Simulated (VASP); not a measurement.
# As (Fmmm) in VASP: further runs

The runs below take As through single point, with PBE.

All numbers are computed with VASP 6.6.1; they aren't measurements. Logs are shortened: lines on timing, memory, paths and dates and some standing lists are left out, and cuts for length are marked.

## Step 1: The cell of the first run

Symmetry: Fmmm, No. 69, orthorhombic system. The conventional cell has a = 3.303 Å, b = 5.720 Å, c = 9.004 Å, α = 90.00°, β = 90.00°, γ = 90.00°. Within 2.5 Å of As (site symmetry m2m) lie 3 As at 1.91 Å.

## Step 2: Single point, PBE

File INCAR:

```
SYSTEM = As
PREC = Accurate
ENCUT = 500
EDIFF = 1E-6
ISMEAR = 0
SIGMA = 0.1
LREAL = .FALSE.
LASPH = .TRUE.
NELM = 120
ALGO = Normal
ISIF = 2
LWAVE = .FALSE.
LCHARG = .FALSE.
GGA = PE
NBANDS = 12
GGA_COMPAT = .FALSE.
```

File KPOINTS:

```
Automatic mesh
0
G
  6 6 6
  0 0 0
```

File POSCAR:

```
As
1.0
    0.0000000000      2.8602104329      4.5021083824
    1.6513109598      0.0000000000      4.5021083824
    1.6513109598      2.8602104329      0.0000000000
As
2
Direct
    0.1666700000      0.8333300000      0.1666700000
    0.8333300000      0.1666700000      0.8333300000
```

Potentials or basis: VASP PAW PBE potentials, release 64 (As).

Command:

```console
> cat potpaw_PBE.64/As/POTCAR > POTCAR
> mpirun -np 1 vasp_std > vasp.out
```

OUTCAR:

```text
SYSTEM = As
   PREC = Accurate
   ENCUT = 500
   EDIFF = 1E-6
   ISMEAR = 0
   LREAL = .FALSE.
   LASPH = .TRUE.
   NELM = 120
   ISIF = 2
   GGA = PE

 ion  position               nearest neighbor table
   1  0.167  0.833  0.167-   2 1.91   2 1.91   2 1.91
   2  0.833  0.167  0.833-   1 1.91   1 1.91   1 1.91

  LATTYP: Found a face centered orthorhombic cell.
 ALAT       =     3.3026219196
 B/A-ratio  =     1.7320846906
 C/A-ratio  =     2.7263843649

  Lattice vectors:

 A1 = (   0.0000000000,   2.8602104329,   4.5021083824)
 A2 = (   1.6513109598,   0.0000000000,   4.5021083824)
 A3 = (   1.6513109598,   2.8602104329,   0.0000000000)

Analysis of symmetry for initial positions (statically):
=====================================================================
 Subroutine PRICEL returns:
 Original cell was already a primitive cell.

 Routine SETGRP: Setting up the symmetry group for a
 face centered orthorhombic supercell.

 Subroutine GETGRP returns: Found  8 space group operations
 (whereof  8 operations were pure point group operations)
 out of a pool of  8 trial point group operations.

The static configuration has the point symmetry D_2h.

Analysis of symmetry for dynamics (positions and initial velocities):
=====================================================================
 Subroutine PRICEL returns:
 Original cell was already a primitive cell.

 Routine SETGRP: Setting up the symmetry group for a
 face centered orthorhombic supercell.

 Subroutine GETGRP returns: Found  8 space group operations
 (whereof  8 operations were pure point group operations)
 out of a pool of  8 trial point group operations.

The dynamic configuration has the point symmetry D_2h.

 Subroutine INISYM returns: Found  8 space group operations
 (whereof  8 operations are pure point group operations),
 and found     1 'primitive' translations

----------------------------------------------------------------------------------------

                                     Primitive cell

  volume of cell :      42.5278

  direct lattice vectors                    reciprocal lattice vectors
     0.000000000  2.860210433  4.502108382    -0.302789730  0.174812312  0.111059077
     1.651310960  0.000000000  4.502108382     0.302789730 -0.174812312  0.111059077
     1.651310960  2.860210433  0.000000000     0.302789730  0.174812312 -0.111059077

  length of vectors
     5.333833856  4.795394433  3.302670375     0.366844768  0.366844768  0.366844768

  position of ions in fractional coordinates (direct lattice)
     0.166670000  0.833330000  0.166670000
     0.833330000  0.166670000  0.833330000

  ion indices of the primitive-cell ions
   primitive index   ion index
                 1           1
                 2           2

----------------------------------------------------------------------------------------

 KPOINTS: Automatic mesh

Automatic generation of k-mesh.
 Grid dimensions read from file:
 generate k-points for:    6    6    6

 Generating k-lattice:

  Cartesian coordinates                     Fractional coordinates (reciprocal lattice)
    -0.050464955  0.029135385  0.018509846     0.166666667  0.000000000  0.000000000
     0.050464955 -0.029135385  0.018509846     0.000000000  0.166666667  0.000000000
     0.050464955  0.029135385 -0.018509846     0.000000000  0.000000000  0.166666667

  Length of vectors
     0.061140795  0.061140795  0.061140795

  Shift w.r.t. Gamma in fractional coordinates (k-lattice)
     0.000000000  0.000000000  0.000000000

 Subroutine IBZKPT returns following result:
 ===========================================

 Found     46 irreducible k-points:

 Following reciprocal coordinates:
            Coordinates               Weight
  0.000000  0.000000  0.000000      1.000000
  0.166667  0.000000  0.000000      8.000000
  0.333333  0.000000  0.000000      8.000000
  0.500000  0.000000  0.000000      4.000000
  0.166667  0.166667  0.000000      2.000000
  0.333333  0.166667  0.000000      8.000000
[... 16 lines left out ...]
 -0.166667  0.166667  0.166667      8.000000
  0.500000  0.333333  0.166667      4.000000
 [... further k-points ...]
   k-points           NKPTS =     46   k-points in BZ     NKDIM =     46   number of bands    NBANDS=     12
   number of dos      NEDOS =    301   number of ions     NIONS =      2
   total plane-waves  NPLWV =  34560
   dimension x,y,z NGX =    40 NGY =   36 NGZ =   24
   dimension x,y,z NGXF=    80 NGYF=   72 NGZF=   48
   ions per type =               2
   NGX,Y,Z   is equivalent  to a cutoff of  12.47, 12.48, 12.08 a.u.
   NGXF,Y,Z  is equivalent  to a cutoff of  24.93, 24.96, 24.16 a.u.
 SYSTEM =  As
   PREC   = accura    normal or accurate (medium, high low for compatibility)
   ISTART =      0    job   : 0-new  1-cont  2-samecut
   ICHARG =      2    charge: 1-file 2-atom 10-const
   ISPIN  =      1    spin polarized calculation?
   LNONCOLLINEAR =      F non collinear calculations
   LSORBIT =      F    spin-orbit coupling
   LASPH  =      T    aspherical Exc in radial PAW
   ENCUT  =  500.0 eV  36.75 Ry    6.06 a.u.   9.72  8.74  6.02*2*pi/ulx,y,z
   NELM   =    120;   NELMIN=  2; NELMDL= -5     # of ELM steps
   EDIFF  = 0.1E-05   stopping-criterion for ELM
   LREAL  =      F    real-space projection
   EDIFFG = 0.1E-04   stopping-criterion for IOM
   NSW    =      0    number of steps for IOM
   IBRION =     -1    ionic relax: 0-MD 1-quasi-New 2-CG
   NFREE  =      0    steps in history (QN), initial steepest desc. (CG)
   ISIF   =      2    stress and relaxation
   ISYM   =      2    0-nonsym 1-usesym 2-fastsym
   POTIM  = 0.5000    time-step for ionic-motion
   TEBEG  =    0.0;   TEEND  =   0.0 temperature during run
   PSTRESS=    0.0 pullay stress
   NELECT =      10.0000    total number of electrons
   NUPDOWN=      -1.0000    fix difference up-down
   EMIN   =  10.00;   EMAX   =-10.00  energy-range for DOS
   EFERMI =   0.00;   METHOD = LEGACY
   ISMEAR =     0;   SIGMA  =   0.10  broadening in eV -4-tet -1-fermi 0-gaus
   EFERMI_NEDOS =   21; number of points for ismear=-14 and -15
   IALGO  =     38    algorithm
   IMIX   =      4    mixing-type and parameters
     AMIX     =   0.40;   BMIX     =  1.00
     AMIX_MAG =   1.60;   BMIX_MAG =  1.00
  volume/ion in A,a.u.               =      21.26       143.50
  Fermi-wavevector in a.u.,A,eV,Ry     =   1.010456  1.909484 13.891827  1.021021
  Thomas-Fermi vector in A             =   2.143446
   LORBIT       =      0    0 simple, 1 ext, 2 COOP (PROOUT), +10 PAW based schemes
   GGA     = PE    functional components
   LHFCALC =     F    Hartree Fock is set to
   AEXX    =    0.0000 exact exchange contribution
   IVDW    =     0    specifies the selected vdW correction
   LEPSILON=     F    determine dielectric tensor
   LRPA    =     F    only Hartree local field effects (RPA)
 non-spin polarized calculation
 Gauss-broadening in eV      SIGMA  =   0.10
  energy-cutoff  :      500.00
  volume of cell :       42.53
 maximum number of plane-waves:      1100
   NGX = 19   NGY = 17   NGZ = 13

 number of electron      10.0000001 magnetization

 Free energy of the ion-electron system (eV)
  ---------------------------------------------------
  ext. energy  EPLUGINS =         0.00000000
  ---------------------------------------------------
  free energy    TOTEN  =         0.73080465 eV

  energy without entropy =        0.73446211  energy(sigma->0) =        0.73263338

 E-fermi :   6.5677     XC(G=0):  -9.0778

 val. band max:        6.5671168621   @ k =   0.1667   0.1667   0.0000
 cond. band min:       6.5762134358   @ k =   0.0000   0.0000   0.0000
 fundamental gap:      0.0090965737
 Fermi energy:         6.5676538475

 k-point     1 :       0.0000    0.0000    0.0000
  band No.  band energies     occupation
      1     -13.9944      2.00000
      2      -1.4207      2.00000
      3       0.8340      2.00000
      4       0.8506      2.00000
      5       6.5257      1.44737
      6       6.5762      0.90365
      7       7.3782      0.00000
      8       7.4112      0.00000
      9      12.7759      0.00000
     10      13.5141      0.00000
     11      16.3135      0.00000
     12      16.8017      0.00000

 k-point     2 :       0.1667    0.0000    0.0000
  band No.  band energies     occupation
      1     -13.5168      2.00000
      2      -1.9548      2.00000
      3      -0.9901      2.00000
      4      -0.0953      2.00000
      5       6.2038      2.00000
      6       7.2024      0.00000
      7       9.2412      0.00000
      8       9.7308      0.00000
      9      10.0018      0.00000
     10      15.3508      0.00000
     11      16.0215      0.00000
     12      16.0876      0.00000

 k-point     3 :       0.3333    0.0000    0.0000
  band No.  band energies     occupation
      1     -12.1210      2.00000
      2      -5.8728      2.00000
      3      -1.3546      2.00000
      4       0.2529      2.00000
      5       5.0167      2.00000
      6       6.3296      1.99924
      7       9.1861      0.00000
      8      13.2490      0.00000
      9      13.7804      0.00000
     10      14.1300      0.00000
     11      14.5353      0.00000
     12      18.2736      0.00000
[... 286 lines left out ...]
 k-point    23 :      -0.1667    0.1667    0.1667
  band No.  band energies     occupation
      1     -10.8380      2.00000
      2      -7.4841      2.00000
      3      -3.3326      2.00000
      4       1.6032      2.00000
      5       4.5733      2.00000
      6       7.3399      0.00000
      7       9.8154      0.00000
      8      10.4119      0.00000
      9      12.5257      0.00000
     10      16.8614      0.00000
     11      18.3400      0.00000
     12      18.6296      0.00000

 k-point    24 :       0.5000    0.3333    0.1667
  band No.  band energies     occupation
      1     -13.4858      2.00000
      2      -1.9631      2.00000
      3      -1.5361      2.00000
      4      -0.1002      2.00000
      5       6.1853      2.00000
      6       9.2288      0.00000
      7       9.6688      0.00000
      8       9.7008      0.00000
      9      10.1506      0.00000
     10      15.3754      0.00000
     11      15.7303      0.00000
     12      16.0716      0.00000

 [... further k-points ...]
[... 5 lines left out ...]
  --------------------------------------------------------------------------------------
  -------------------------------------------------------------------------------------
  Total       42.2417523     42.2684376     -0.2492151      0.0000000      0.0000000      0.0000000
  in kB     1591.4013298   1592.4066641     -9.3888448      0.0000000      0.0000000      0.0000000
  external PRESSURE =    1058.1397164 kB  Pullay stress =       0.0000000 kB

 VOLUME and BASIS-vectors are now :
 -----------------------------------------------------------------------------
  energy-cutoff  :      500.00
  volume of cell :       42.53
      direct lattice vectors                 reciprocal lattice vectors
     0.000000000  2.860210433  4.502108382    -0.302789730  0.174812312  0.111059077
     1.651310960  0.000000000  4.502108382     0.302789730 -0.174812312  0.111059077
     1.651310960  2.860210433  0.000000000     0.302789730  0.174812312 -0.111059077

 POSITION                                       TOTAL-FORCE (eV/Angst)
 -----------------------------------------------------------------------------------
      1.65131      0.95342      4.50211         0.000000      0.021916      0.000000
      1.65131      4.76700      4.50211         0.000000     -0.021916      0.000000
 -----------------------------------------------------------------------------------
    total drift:                               -0.000000     -0.000000     -0.000000

  FREE ENERGIE OF THE ION-ELECTRON SYSTEM (eV)
  ---------------------------------------------------
  free  energy   TOTEN  =         0.7308046478 eV

  energy  without entropy=        0.7344621134  energy(sigma->0) =        0.73263338
```

It took 35 s on 1 thread of Intel Xeon 8259CL, shared host; peak memory 0.18 GiB.

Results:

```
Free energy            : 0.7308 eV
Pressure               : 105.8 GPa
Largest force          : 0.022 eV/Å
Band gap on the k mesh : zero (band 5 reaches 7.99 eV, above the bottom of band 6 at 4.54 eV)
```

Forces on the atoms (eV/Å):
```
As   0.000  0.022  0.000
As   0.000 -0.022  0.000
```

Levels at points of the mesh, in eV from the Fermi level:
```
           k point  band 3  band 4  band 5  band 6  band 7  band 8
(0.00, 0.00, 0.00)   -5.73   -5.72   -0.04    0.01    0.81    0.84
(0.50, 0.00, 0.00)   -8.41   -5.04   -2.37   -1.98    5.16    6.02
(0.50, 0.50, 0.00)   -5.74   -5.73   -0.03    0.79    0.83    4.96
(0.50, 0.00, 0.50)   -8.39   -4.67   -1.95   -1.94    3.90    4.60
(0.00, 0.50, 0.50)   -8.42   -5.37   -2.72   -2.03    6.54    7.88
```

Caveat: the k points lie up to 0.38 Å⁻¹ apart.

## Step 3: Single point, PBE

This run uses another cell than the first one, of 22.96 Å³/atom, 1.080 times its volume.

File INCAR:

```
SYSTEM = As
PREC     = Accurate       ! precision mode
ENCUT    = 500            ! plane-wave cutoff, eV
EDIFF    = 1E-6           ! SCF threshold, eV
ISMEAR   = 0              ! smearing method
SIGMA    = 0.1            ! smearing width, eV
LREAL    = .FALSE.        ! projectors in reciprocal space
LASPH    = .TRUE.         ! aspherical terms in the spheres
NELM     = 120            ! most SCF steps
ALGO     = Normal         ! electronic algorithm
ISIF     = 2              ! what is computed and relaxed
LWAVE    = .FALSE.        ! write WAVECAR
LCHARG   = .FALSE.        ! write CHGCAR
GGA      = PE             ! functional
NBANDS   = 12             ! bands
GGA_COMPAT= .FALSE.
```

File KPOINTS:

```
regular mesh
0
G
  6 6 6
  0 0 0
```

File POSCAR:

```
As
1.0
    0.0000000000      2.7424906175      4.3525514185
    1.9237318234      0.0000000000      4.3525514185
    1.9237318234      2.7424906175      0.0000000000
As
2
Direct
    0.0871000000      0.0871000000      0.9129000000
    0.9129000000      0.9129000000      0.0871000000
```

Potentials or basis: VASP PAW PBE potentials, release 64 (As).

Command:

```console
> cat potpaw_PBE.64/As/POTCAR > POTCAR
> mpirun -np 1 vasp_std > vasp.out
```

Wall time 44 s (1 thread of Intel Xeon 8259CL, shared host); peak memory 0.18 GiB.

The run converged. Its results:

| Quantity | Value |
| --- | --- |
| Free energy | 5.5560 eV |
| Pressure | 120.9 GPa |
| Largest force | 63.774 eV/Å |
| Band gap on the k mesh | zero (band 5 reaches 4.79 eV, above the bottom of band 6 at 4.14 eV) |

Forces in eV/Å, atoms in the order of the input:
```
As    0.000   0.000  63.774
As    0.000   0.000 -63.774
```

Stress tensor (GPa, compression positive):
```
 10.17   0.00   0.00
  0.00  15.09   0.00
  0.00   0.00 337.32
```

Levels at points of the mesh, in eV from the Fermi level:
```tsv
k point	band 3	band 4	band 5	band 6	band 7	band 8
(0.00, 0.00, 0.00)	-4.55	-2.17	-1.60	4.23	5.59	5.67
(0.50, 0.00, 0.00)	-6.00	-2.50	-2.31	1.17	4.60	5.82
(0.50, 0.50, 0.00)	-2.52	-1.67	0.02	4.88	6.08	6.22
(0.50, 0.00, 0.50)	-4.93	-4.05	-2.30	1.38	1.71	3.97
(0.00, 0.50, 0.50)	-6.24	-4.47	-1.16	0.59	3.19	3.91
```

Caveat: forces of over 1 eV/Å act on the atoms, so gaps and moduli don't describe the material at rest.
